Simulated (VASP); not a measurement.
**TiSi: single point with LDA**

Crystal: TiSi.

```xyz
2
Lattice="1.8162 -2.1176 0.0000 1.8162 2.1176 0.0000 0.0000 0.0000 3.8039" Properties=species:S:1:pos:R:3 pbc="T T T"
Ti    1.8162    0.0000    0.0000
Si    0.0000    0.0000    1.9020
```

| Property | Result |
| --- | --- |
| Program | VASP 6.6.1 |
| Task | single point |
| Functional | LDA |
| Potentials or basis | VASP PAW LDA potentials, release 64 (Ti_sv, Si) |
| Cutoff | 520 eV |
| k mesh | 8 × 8 × 6 |
| Occupations | fermi-dirac, width 0.1 eV |
| Spin | no spin polarisation |
| Dipole correction | no |
| Further INCAR settings | ALGO = Normal; EDIFF = 1e-06; NBANDS = 15 |

```json
{"Pressure": "-7.5 GPa", "Band gap on the k mesh": "zero (band 8 reaches 10.74 eV, above the bottom of band 9 at 9.09 eV)"}
```

Stress tensor (GPa, compression positive):
```
-7.16  0.00  0.00
 0.00 -8.10  0.00
 0.00  0.00 -7.20
```

Levels at points of the mesh, in eV from the Fermi level:
```tsv
k point	band 5	band 6	band 7	band 8	band 9	band 10	band 11	band 12
(0.00, 0.00, 0.00)	-11.64	-2.39	-1.60	-1.13	1.63	2.27	2.83	5.14
(0.50, 0.00, 0.00)	-7.57	-6.26	-2.84	-0.85	1.59	2.27	4.22	4.85
(0.50, 0.50, 0.00)	-5.79	-3.68	-1.47	-1.27	-0.88	-0.33	2.77	3.16
(0.00, 0.00, 0.50)	-10.29	-6.41	-0.84	0.54	0.58	1.63	2.90	7.03
(0.50, 0.00, 0.50)	-7.88	-4.72	-2.53	-1.71	1.36	1.75	1.79	3.24
(0.50, 0.50, 0.50)	-4.81	-3.80	-3.34	-3.13	2.09	2.66	2.73	4.02
```

Wall time 38 s on 1 thread of Intel Xeon 8259CL, with other jobs on the host, peak memory 0.16 GiB.
